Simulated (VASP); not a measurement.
# HC10 in VASP: relaxation of the atoms with PBE+D3(BJ)

Aim: the relaxation of the atoms of HC10 with PBE+D3(BJ).

Program: VASP 6.6.1. These are calculated values, not measurements. Logs are shortened: lines on timing, memory, paths and dates and some standing lists are left out, and cuts for length are marked.

**1. The cell of the first run**

The cell holds a slab with vacuum, 11 atoms: a = 2.465 Å, b = 2.465 Å, c = 32.481 Å, α = 90.00°, β = 90.00°, γ = 120.00°.

**2. Relaxation of the atoms, PBE+D3(BJ)**

INCAR

```
  PREC = Accurate
  ENCUT = 520
  EDIFF = 1E-7
  ISMEAR = 0
  SIGMA = 0.1
  LREAL = F
  LASPH = T
  NELM = 80
  ALGO = Fast
  ISIF = 2
  LWAVE = F
  LCHARG = F
  LDIPOL = T
  IDIPOL = 3
  DIPOL = 0.5 0.5 0.491
  GGA = PE
  IVDW = 12
  IBRION = 2
  NSW = 90
  EDIFFG = -0.03
```

KPOINTS

```
Automatic mesh
0
Gamma
  12 12 1
```

POSCAR

```
HC10
1.0
    2.4649634496      0.0000000000      0.0000000000
   -1.2324817248      2.1347209668      0.0000000000
    0.0000000000      0.0000000000     32.4810787678
C H
10 1
Selective dynamics
Direct
    0.0000000000      0.0000000000      0.2616908206  F F F
    0.6666666667      0.3333333333      0.2616908157  F F F
    0.0000000000      0.0000000000      0.3654518341  F F F
    0.3333333333      0.6666666667      0.3654518293  F F F
    0.0000000000      0.0000000000      0.4692128476  T T T
    0.6666666667      0.3333333333      0.4692128428  T T T
    0.0000000000      0.0000000000      0.5729738612  T T T
    0.3333333333      0.6666666667      0.5729738563  T T T
    0.0000000000      0.0000000000      0.6767348747  T T T
    0.6666666667      0.3333333333      0.6767348698  T T T
    0.0000000000      0.0000000000      0.7099850018  T T T
```

Potentials or basis: VASP PAW PBE potentials, release 64 (C, H).

Command:

```bash
> cat potpaw_PBE.64/C/POTCAR potpaw_PBE.64/H/POTCAR > POTCAR
> mpirun -np 1 vasp_std > vasp.out
```

OUTCAR:

```text
PREC = Accurate
   ENCUT = 520
   EDIFF = 1E-7
   ISMEAR = 0
   LREAL = F
   LASPH = T
   NELM = 80
   ISIF = 2
   GGA = PE
   IVDW = 12
   IBRION = 2
   NSW = 90
   EDIFFG = -0.03
 IVDW          = 12

 ion  position               nearest neighbor table
   1  0.000  0.000  0.262-   2 1.42   2 1.42   2 1.42
   2  0.667  0.333  0.262-   1 1.42   1 1.42   1 1.42
   3  0.000  0.000  0.365-   4 1.42   4 1.42   4 1.42
   4  0.333  0.667  0.365-   3 1.42   3 1.42   3 1.42
   5  0.000  0.000  0.469-   6 1.42   6 1.42   6 1.42
   6  0.667  0.333  0.469-   5 1.42   5 1.42   5 1.42
   7  0.000  0.000  0.573-   8 1.42   8 1.42   8 1.42
   8  0.333  0.667  0.573-   7 1.42   7 1.42   7 1.42
   9  0.000  0.000  0.677-  11 1.08  10 1.42  10 1.42  10 1.42
  10  0.667  0.333  0.677-   9 1.42   9 1.42   9 1.42
  11  0.000  0.000  0.710-   9 1.08

  LATTYP: Found a hexagonal cell.
 ALAT       =     2.4649634496
 C/A-ratio  =    13.1771036090

  Lattice vectors:

 A1 = (   2.4649634496,   0.0000000000,   0.0000000000)
 A2 = (  -1.2324817248,   2.1347209668,   0.0000000000)
 A3 = (   0.0000000000,   0.0000000000,  32.4810787678)

Analysis of symmetry for initial positions (statically):
=====================================================================
 Subroutine PRICEL returns:
 Original cell was already a primitive cell.

 Routine SETGRP: Setting up the symmetry group for a
 hexagonal supercell.

 Subroutine GETGRP returns: Found  6 space group operations
 (whereof  6 operations were pure point group operations)
 out of a pool of 24 trial point group operations.

The static configuration has the point symmetry C_3v.

Analysis of symmetry for dynamics (positions and initial velocities):
=====================================================================
 Subroutine PRICEL returns:
 Original cell was already a primitive cell.

 Routine SETGRP: Setting up the symmetry group for a
 hexagonal supercell.

 Subroutine GETGRP returns: Found  6 space group operations
 (whereof  6 operations were pure point group operations)
 out of a pool of 24 trial point group operations.

The dynamic configuration has the point symmetry C_3v.

Analysis of constrained symmetry for selective dynamics:
=====================================================================
 Subroutine PRICEL returns:
 Original cell was already a primitive cell.

 Routine SETGRP: Setting up the symmetry group for a
 hexagonal supercell.

 Subroutine GETGRP returns: Found  6 space group operations
 (whereof  6 operations were pure point group operations)
 out of a pool of 24 trial point group operations.

The constrained configuration has the point symmetry C_3v.

 Subroutine INISYM returns: Found  6 space group operations
 (whereof  6 operations are pure point group operations),
 and found     1 'primitive' translations

----------------------------------------------------------------------------------------

                                     Primitive cell

  volume of cell :     170.9157

  direct lattice vectors                    reciprocal lattice vectors
     2.464963450  0.000000000  0.000000000     0.405685529  0.234222649  0.000000000
    -1.232481725  2.134720967  0.000000000     0.000000000  0.468445298  0.000000000
     0.000000000  0.000000000 32.481078768     0.000000000  0.000000000  0.030787155

  length of vectors
     2.464963450  2.464963450 32.481078768     0.468445298  0.468445298  0.030787155

  position of ions in fractional coordinates (direct lattice)
     0.000000000  0.000000000  0.261690821
     0.666666667  0.333333333  0.261690816
     0.000000000  0.000000000  0.365451834
     0.333333333  0.666666667  0.365451829
     0.000000000  0.000000000  0.469212848
     0.666666667  0.333333333  0.469212843
     0.000000000  0.000000000  0.572973861
     0.333333333  0.666666667  0.572973856
     0.000000000  0.000000000  0.676734875
     0.666666667  0.333333333  0.676734870
     0.000000000  0.000000000  0.709985002
[... 48 lines left out ...]
  0.416667  0.000000  0.000000      6.000000
[... 11 lines left out ...]
  0.333333  0.250000  0.000000     12.000000
  0.333333  0.333333  0.000000      2.000000
   k-points           NKPTS =     19   k-points in BZ     NKDIM =     19   number of bands    NBANDS=     26
   number of dos      NEDOS =    301   number of ions     NIONS =     11
   total plane-waves  NPLWV =  81000
   dimension x,y,z NGX =    18 NGY =   18 NGZ =  250
   dimension x,y,z NGXF=    36 NGYF=   36 NGZF=  500
   ions per type =              10   1
   NGX,Y,Z   is equivalent  to a cutoff of  12.14, 12.14, 12.80 a.u.
   NGXF,Y,Z  is equivalent  to a cutoff of  24.28, 24.28, 25.59 a.u.
 SYSTEM =  unknown system
   PREC   = accura    normal or accurate (medium, high low for compatibility)
   ISTART =      0    job   : 0-new  1-cont  2-samecut
   ICHARG =      2    charge: 1-file 2-atom 10-const
   ISPIN  =      1    spin polarized calculation?
   LNONCOLLINEAR =      F non collinear calculations
   LSORBIT =      F    spin-orbit coupling
   LASPH  =      T    aspherical Exc in radial PAW
   ENCUT  =  520.0 eV  38.22 Ry    6.18 a.u.   4.58  4.58 60.39*2*pi/ulx,y,z
   NELM   =     80;   NELMIN=  2; NELMDL= -5     # of ELM steps
   EDIFF  = 0.1E-06   stopping-criterion for ELM
   LREAL  =      F    real-space projection
   EDIFFG = -.3E-01   stopping-criterion for IOM
   NSW    =     90    number of steps for IOM
   IBRION =      2    ionic relax: 0-MD 1-quasi-New 2-CG
   NFREE  =      1    steps in history (QN), initial steepest desc. (CG)
   ISIF   =      2    stress and relaxation
   ISYM   =      2    0-nonsym 1-usesym 2-fastsym
   POTIM  = 0.5000    time-step for ionic-motion
   TEBEG  =    0.0;   TEEND  =   0.0 temperature during run
   PSTRESS=    0.0 pullay stress
   NELECT =      41.0000    total number of electrons
   NUPDOWN=      -1.0000    fix difference up-down
   EMIN   =  10.00;   EMAX   =-10.00  energy-range for DOS
   EFERMI =   0.00;   METHOD = LEGACY
   ISMEAR =     0;   SIGMA  =   0.10  broadening in eV -4-tet -1-fermi 0-gaus
   EFERMI_NEDOS =   21; number of points for ismear=-14 and -15
   IALGO  =     68    algorithm
   IMIX   =      4    mixing-type and parameters
     AMIX     =   0.40;   BMIX     =  1.00
     AMIX_MAG =   1.60;   BMIX_MAG =  1.00
  volume/ion in A,a.u.               =      15.54       104.85
  Fermi-wavevector in a.u.,A,eV,Ry     =   1.017206  1.922240 14.078048  1.034707
  Thomas-Fermi vector in A             =   2.150593
   LORBIT       =      0    0 simple, 1 ext, 2 COOP (PROOUT), +10 PAW based schemes
   GGA     = PE    functional components
   LHFCALC =     F    Hartree Fock is set to
   AEXX    =    0.0000 exact exchange contribution
   IVDW    =    12    specifies the selected vdW correction
   LEPSILON=     F    determine dielectric tensor
   LRPA    =     F    only Hartree local field effects (RPA)
 conjugate gradient relaxation of ions
 non-spin polarized calculation
 RMM-DIIS sequential band-by-band and
 Gauss-broadening in eV      SIGMA  =   0.10
  energy-cutoff  :      520.00
  volume of cell :      170.92
 maximum number of plane-waves:      4670
   NGX =  9   NGY =  9   NGZ =121

--------------------------------------- Ionic step        1  -------------------------------------------

 number of electron      40.9999989 magnetization

 Free energy of the ion-electron system (eV)
  ---------------------------------------------------
  ext. energy  EPLUGINS =         0.00000000
  ---------------------------------------------------
  free energy    TOTEN  =       -93.04104180 eV

  energy without entropy =      -93.03384960  energy(sigma->0) =      -93.03744570

------------------------ aborting loop because EDIFF is reached ----------------------------------------

 Edisp (eV)   -1.45289

 E8    (eV) :    -0.4155
[... 91 lines left out ...]
 number of electron      40.9999988 magnetization

------------------------ aborting loop because EDIFF is reached ----------------------------------------

 vacuum level on the upper side and lower side of the slab       (xc-potential included)        -0.064        -0.176

 Edisp (eV)   -1.46648

 E8    (eV) :    -0.4201

  FORCE on cell =-STRESS in cart. coord.  units (eV):
  Direction    XX          YY          ZZ          XY          YZ          ZX
  --------------------------------------------------------------------------------------
  -------------------------------------------------------------------------------------
  Total       2.77219     2.77219    -1.30300     0.00000     0.00000     0.00000
  in kB      25.98677    25.98677   -12.21441     0.00000     0.00000     0.00000
  external pressure =       13.25 kB  Pullay stress =        0.00 kB
[... 26 lines left out ...]
  FREE ENERGIE OF THE ION-ELECTRON SYSTEM (eV)
  ---------------------------------------------------
  free  energy   TOTEN  =       -95.0211583597 eV

  energy  without entropy=      -95.0073381749  energy(sigma->0) =      -95.01424827

 dipolmoment           0.000000      0.000000      0.056424 electrons x Angstroem

[... ionic steps 4 to 17 ...]

--------------------------------------- Ionic step       18  -------------------------------------------

 number of electron      40.9999985 magnetization

------------------------ aborting loop because EDIFF is reached ----------------------------------------
[... 93 lines left out ...]
--------------------------------------- Ionic step       20  -------------------------------------------

 number of electron      40.9999985 magnetization

 dipolmoment           0.000000      0.000000     -0.009520 electrons x Angstroem

 Free energy of the ion-electron system (eV)
  ---------------------------------------------------
  ext. energy  EPLUGINS =         0.00000000
  ---------------------------------------------------
  free energy    TOTEN  =       -93.61326969 eV

  energy without entropy =      -93.60752728  energy(sigma->0) =      -93.61039849

 E-fermi :   0.5865     XC(G=0):  -5.8439

 val. band max:        0.5829879492   @ k =   0.3333   0.3333   0.0000
 cond. band min:       0.5871622309   @ k =   0.3333   0.3333   0.0000
 fundamental gap:      0.0041742817
 Fermi energy:         0.5864841515

 k-point     1 :       0.0000    0.0000    0.0000
  band No.  band energies     occupation
      1     -19.6610      2.00000
      2     -19.0214      2.00000
      3     -18.9368      2.00000
      4     -18.8500      2.00000
      5     -18.7902      2.00000
      6      -9.8397      2.00000
[... 540 lines left out ...]
     25       1.1292      0.00000
     26       8.6352      0.00000

------------------------ aborting loop because EDIFF is reached ----------------------------------------

 vacuum level on the upper side and lower side of the slab       (xc-potential included)        -0.168         0.154

 Edisp (eV)   -1.47210

 E8    (eV) :    -0.4219

  FORCE on cell =-STRESS in cart. coord.  units (eV):
  Direction    XX          YY          ZZ          XY          YZ          ZX
  --------------------------------------------------------------------------------------
  -------------------------------------------------------------------------------------
  Total       3.15175     3.15175    -0.27991     0.00000     0.00000     0.00000
  in kB      29.54471    29.54471    -2.62393     0.00000     0.00000     0.00000
  external pressure =       18.82 kB  Pullay stress =        0.00 kB
[... 26 lines left out ...]
  FREE ENERGIE OF THE ION-ELECTRON SYSTEM (eV)
  ---------------------------------------------------
  free  energy   TOTEN  =       -95.0853681613 eV

  energy  without entropy=      -95.0796257460  energy(sigma->0) =      -95.08249695

 reached required accuracy - stopping structural energy minimisation

 vacuum level on the upper side and lower side of the slab         4.534         4.861
```

It took 30 min on 1 thread of Oxide Virtual Turin-like, shared host; peak memory 0.28 GiB.

Results:

```
Free energy                : -95.0854 eV
Energy gained by relaxing  : 53.8 meV/atom
Ionic steps                : 20
Band gap on the k mesh     : zero (an odd number of electrons rules out a gap without spin polarisation)
Dispersion energy per atom : -0.134 eV
```

Step by step:
| step | energy change (eV) | largest force on free atoms (eV/Å) | pressure (GPa) |
| --- | --- | --- | --- |
| 1 | 0.0000 | 3.0900 | 4.02 |
| 2 | -0.5061 | 1.4240 | 2.12 |
| 3 | -0.5272 | 1.1032 | 1.33 |
| 4 | -0.5337 | 1.2836 | 1.56 |
| 5 | -0.5512 | 1.0124 | 1.49 |
| 6 | -0.5737 | 0.5196 | 1.52 |
| 7 | -0.5844 | 0.1097 | 1.84 |
| 8 | -0.5845 | 0.1358 | 1.86 |
| 9 | -0.5849 | 0.0769 | 1.88 |
| 10 | -0.5849 | 0.0416 | 1.87 |
| 11 | -0.5851 | 0.0425 | 1.88 |
| 12 | -0.5857 | 0.0459 | 1.88 |
| 13 | -0.5868 | 0.0536 | 1.89 |
| 14 | -0.5885 | 0.0691 | 1.91 |
| 15 | -0.5905 | 0.1334 | 1.96 |
| 16 | -0.5907 | 0.1062 | 1.95 |
| 17 | -0.5912 | 0.0596 | 1.91 |
| 18 | -0.5911 | 0.1218 | 1.85 |
| 19 | -0.5914 | 0.0476 | 1.89 |
| 20 | -0.5914 | 0.0300 | 1.88 |

Final structure:
```
C H
1.0
     2.46496    0.00000    0.00000
    -1.23248    2.13472    0.00000
     0.00000    0.00000   32.48108
C H
10 1
Direct
  0.00000 0.00000 0.26169
  0.66667 0.33333 0.26169
  0.00000 0.00000 0.36545
  0.33333 0.66667 0.36545
  0.00000 0.00000 0.46964
  0.66667 0.33333 0.46964
  0.00000 0.00000 0.57599
  0.33333 0.66667 0.57606
  0.00000 0.00000 0.67621
  0.66667 0.33333 0.66802
  0.00000 0.00000 0.71245
```
